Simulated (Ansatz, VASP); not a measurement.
Two plane-wave programs on GaN

```xyz
2
Lattice="0.0000 2.2491 2.2491 2.2491 0.0000 2.2491 2.2491 2.2491 0.0000" Properties=species:S:1:pos:R:3 pbc="T T T"
Ga    0.0000    0.0000    0.0000
N     1.1245    1.1245    1.1245
```

Change from the starting cell: strained cell.

Alike in both runs: functional LDA; k mesh 10 × 10 × 10; occupations gaussian, width 0.02 eV; no spin polarisation.

Ansatz relaxed the structure, and its values are those at the end. VASP's run is a single point on that final structure, the one shown.

|  | VASP | Ansatz |
| --- | --- | --- |
| version | VASP 6.6.1 | Ansatz 0.2.0 |
| potentials or method | VASP PAW LDA potentials, release 64 (Ga_d, N), cutoff 520 eV | scalar-relativistic, plane waves, PAW |
| valence electrons in the cell | 18 | 18 |

Ansatz gave:

- gap on the k mesh at the Fermi level (eV): 1.77
- least direct gap on the mesh (eV): 1.77
- pressure (GPa): -5.5

Question: What did VASP give for the same quantities?

Answer: gap on the k mesh at the Fermi level (eV): 1.79; least direct gap on the mesh (eV): 1.79; pressure (GPa): -4.5.

Ansatz warns that its potentials were made for another functional, while VASP's fit it. LDA's correlation is that of Perdew and Zunger in VASP and of Perdew and Wang (1992) in Ansatz. Ansatz's warnings: stress scf threshold loose.
